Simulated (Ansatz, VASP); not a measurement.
Ru in VASP and in Ansatz

```
Ru
1.0
     2.72356    0.00000    0.00000
    -1.36178    2.35867    0.00000
     0.00000    0.00000    4.28908
Ru
2
Direct
  0.33333 0.66667 0.25000
  0.66667 0.33333 0.75000
```

Alike in both runs: task single point; functional PBE; k mesh 13 × 13 × 7; occupations methfessel-paxton of order 1, width 0.1 eV; no spin polarisation.

|  | VASP | Ansatz |
| --- | --- | --- |
| version | VASP 6.6.1 | Ansatz 0.2.0 |
| potentials or method | VASP PAW PBE potentials, release 64 (Ru_pv), cutoff 520 eV | plane waves (420 eV) with PAW, scalar-relativistic |
| valence electrons in the cell | 28 | 32 |

```tsv
	VASP	Ansatz	Ansatz less VASP
pressure (GPa)	-0.4	-0.3	+0.11
traceless stress, the component that is largest in VASP (GPa)	0.29	0.27	-0.016
```

VASP's potentials hold 28 valence electrons a cell and Ansatz's 32, so a difference there can come from the potentials and not from the codes.
